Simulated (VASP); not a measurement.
Set up this calculation in VASP 6.6.1, as the native input.

```
Task                   : single point
Functional             : PBE
Potentials or basis    : VASP PAW PBE potentials, release 64 (Sb)
Cutoff                 : 520 eV
k mesh                 : 16 × 16 × 9
Occupations            : fermi-dirac, width 0.1 eV
Spin                   : no spin polarisation
Dipole correction      : no
Further INCAR settings : ALGO = Normal; EDIFF = 1e-06; NBANDS = 12
```

The structure of Sb lies in POSCAR:

```
Sb
1.0
    2.6896210486      0.0000000000      0.0000000000
   -1.3448105243      2.3292801546      0.0000000000
    0.0000000000      0.0000000000      4.2801451493
Sb
2
Direct
    0.3333333333      0.6666666667      0.2500000000
    0.6666666667      0.3333333333      0.7500000000
```

These files were run (other wordings do the same):

INCAR

```
SYSTEM = Sb
ALGO = Normal ; EDIFF = 1E-6
ENCUT = 520 ; GGA = PE
ISIF = 2 ; ISMEAR = -1
LASPH = .True. ; LCHARG = .True.
LELF = .True. ; LREAL = .False.
LVHAR = .True. ; LWAVE = .False.
NBANDS = 12 ; NELM = 60
PREC = Accurate ; SIGMA = 0.1
```

KPOINTS

```
k-points
0
Gamma
  16 16 9
  0 0 0
```

Potentials or basis: VASP PAW PBE potentials, release 64 (Sb).

Command:

```bash
$ cat potpaw_PBE.64/Sb/POTCAR > POTCAR
$ mpirun -np 1 vasp_std > vasp.out
```

Results of the run:

The pressure is 226.1 GPa and the band gap on the k mesh is zero (band 5 reaches 29.57 eV, above the bottom of band 6 at 15.09 eV).

Caveat: spin-orbit coupling is left out, which moves the levels of the heavy elements.

Run time: 57 s on 1 thread of Intel Xeon 8259CL (shared host), peak memory 0.16 GiB.
